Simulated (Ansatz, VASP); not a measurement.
Pt: VASP beside Ansatz

```
Pt
1.0
     0.00000    1.99817    1.99817
     1.99817    0.00000    1.99817
     1.99817    1.99817    0.00000
Pt
1
Direct
  0.00000 0.00000 0.00000
```

Alike in both runs: task single point; functional BLYP; k mesh 22 × 22 × 22; occupations fermi-dirac, width 0.05 eV; collinear spin.

|  | VASP | Ansatz |
| --- | --- | --- |
| version | VASP 6.6.1 | Ansatz 0.2.0 |
| potentials or method | VASP PAW PBE potentials, release 64 (Pt), cutoff 520 eV | plane waves (420 eV) with PAW, scalar-relativistic |
| valence electrons in the cell | 10 | 18 |

```csv
,VASP,Ansatz,Ansatz less VASP
pressure (GPa),10.4,9.2,-1.17
net moment per atom (μB),0.00,0.00,0.000
```

VASP's potentials were made for PBE, not for BLYP. The functional is the same, so the differences come from potentials, cutoffs and numerics. VASP's potentials hold 10 valence electrons a cell and Ansatz's 18, so a difference there can come from the potentials and not from the codes. Ansatz's warnings: seeded moment not kept.

Neither program's run includes spin-orbit coupling.
